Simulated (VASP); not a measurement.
Set up this calculation in VASP 6.6.1, as the native input.

| Property | Result |
| --- | --- |
| Task | single point |
| Functional | LDA |
| Potentials or basis | VASP PAW LDA potentials, release 64 (Ca_sv, O_h) |
| Cutoff | 1340 eV |
| k mesh | 8 × 8 × 8 |
| Occupations | gaussian, width 0.01 eV |
| Spin | no spin polarisation |
| Dipole correction | no |
| Further INCAR settings | ALGO = Normal; EDIFF = 1e-06; NBANDS = 15 |

The structure of CaO lies in POSCAR:

```
CaO
1.0
    2.3159654973      2.3159654973      0.0000000000
   -2.3159654973      2.3159654973      0.0000000000
    0.0000000000      2.3159654973      2.3159654973
Ca O
1 1
Direct
    0.0000000000      0.0000000000      0.0000000000
    0.5000000000      0.5000000000      0.0000000000
```

The input as run:

INCAR

```
  PREC = Accurate
  ENCUT = 1340
  EDIFF = 1E-6
  ISMEAR = 0
  SIGMA = 0.01
  LREAL = F
  LASPH = T
  NELM = 120
  ALGO = Normal
  ISIF = 2
  LWAVE = F
  LCHARG = T
  LELF = T
  LVHAR = T
  NBANDS = 15
  GGA_COMPAT = F
```

KPOINTS

```
Automatic mesh
0
Gamma
  8 8 8
```

Potentials or basis: VASP PAW LDA potentials, release 64 (Ca_sv, O_h).

Command:

```console
$ cat potpaw_LDA.64/Ca_sv/POTCAR potpaw_LDA.64/O_h/POTCAR > POTCAR
$ mpirun -np 1 vasp_std > vasp.out
```

Results of the run:

* Pressure: 8.1 GPa
* Band gap on the k mesh: 3.38 eV (least direct gap 3.71 eV)

Caveat: the cell stands under pressure.

It took 69 s on 1 thread of AMD EPYC 7571, with other jobs on the host, peak memory 0.2 GiB.
